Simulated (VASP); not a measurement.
Wanted: the native input for a VASP 6.6.1 run.

```
Task                   : single point
Functional             : LDA
Potentials or basis    : VASP PAW LDA potentials, release 64 (C)
Cutoff                 : 600 eV
k mesh                 : 12 × 12 × 12
Occupations            : gaussian, width 0.05 eV
Spin                   : no spin polarisation
Dipole correction      : no
Further INCAR settings : ALGO = Normal; EDIFF = 1e-06; NBANDS = 11
```

The structure of C lies in POSCAR:

```
C
1.0
    0.0000000000      1.6942300000      1.7834000000
    1.6942300000      0.0000000000      1.7834000000
    1.6942300000      1.6942300000      0.0000000000
C
2
Direct
    0.5000000000      0.5000000000      0.5000000000
    0.7500000000      0.7500000000      0.7500000000
```

The input as run:

INCAR

```
PREC     = Accurate       # precision mode
ENCUT    = 600            # plane-wave cutoff, eV
EDIFF    = 1E-6           # SCF threshold, eV
ISMEAR   = 0              # smearing method
SIGMA    = 0.05           # smearing width, eV
LREAL    = F              # projectors in reciprocal space
LASPH    = T              # aspherical terms in the spheres
NELM     = 120            # most SCF steps
ALGO     = Normal         # electronic algorithm
ISIF     = 2              # what is computed and relaxed
LWAVE    = F              # write WAVECAR
LCHARG   = F              # write CHGCAR
GGA      = CA             # functional
NBANDS   = 11             # bands
GGA_COMPAT= F
```

KPOINTS

```
regular mesh
0
Gamma
  12 12 12
```

Potentials or basis: VASP PAW LDA potentials, release 64 (C).

Launch:

```bash
$ cat potpaw_LDA.64/C/POTCAR > POTCAR
$ mpirun -np 1 vasp_std > vasp.out
```

It gave:

```yaml
Pressure: 40.0 GPa
Band_gap_on_the_k_mesh: 3.70 eV (least direct gap 5.35 eV)
```

Caveat: the stress differs along the axes, from 3 to 59 GPa.

Wall time 26 s on 1 thread of Intel Xeon 8259CL, with other jobs on the host, peak memory 0.12 GiB.
